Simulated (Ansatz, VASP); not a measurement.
**AlAs: VASP beside Ansatz**

```
CELL_PARAMETERS angstrom
4.05003 0.00000 0.00000
-2.02502 3.50743 0.00000
0.00000 0.00000 25.74723
ATOMIC_POSITIONS crystal
As 0.00000 0.00000 0.29216
As 0.33333 0.66667 0.42074
As 0.66667 0.33333 0.54959
As 0.00000 0.00000 0.67968
Al 0.33333 0.66667 0.32034
Al 0.66667 0.33333 0.45034
Al 0.00000 0.00000 0.57953
Al 0.33333 0.66667 0.70763
```

Alike in both runs: functional PBE; k mesh 9 × 9 × 1; occupations gaussian, width 0.05 eV; no spin polarisation.

Ansatz relaxed the structure, and its values are those at the end. VASP's run is a single point on that final structure, the one shown.

```csv
,VASP,Ansatz
version,VASP 6.6.1,Ansatz 0.2.0
potentials or method,"VASP PAW PBE potentials, release 64 (As, Al), cutoff 400 eV","scalar-relativistic, plane waves, PAW"
valence electrons in the cell,32,72
```

```tsv
	VASP	Ansatz	Ansatz less VASP
gap on the k mesh at the Fermi level (eV)	none	none	-
rms of the force components (eV/Å)	0.005	0.001	-0.0038
work function, face that differs most (eV)	5.80	5.81	+0.008
```

A gap of «none» marks a metal or a gap that the smearing closes. With one functional, cell and mesh, what is left measures potentials, basis and numerics. VASP's potentials hold 32 valence electrons a cell and Ansatz's 72, so a difference there can come from the potentials and not from the codes.
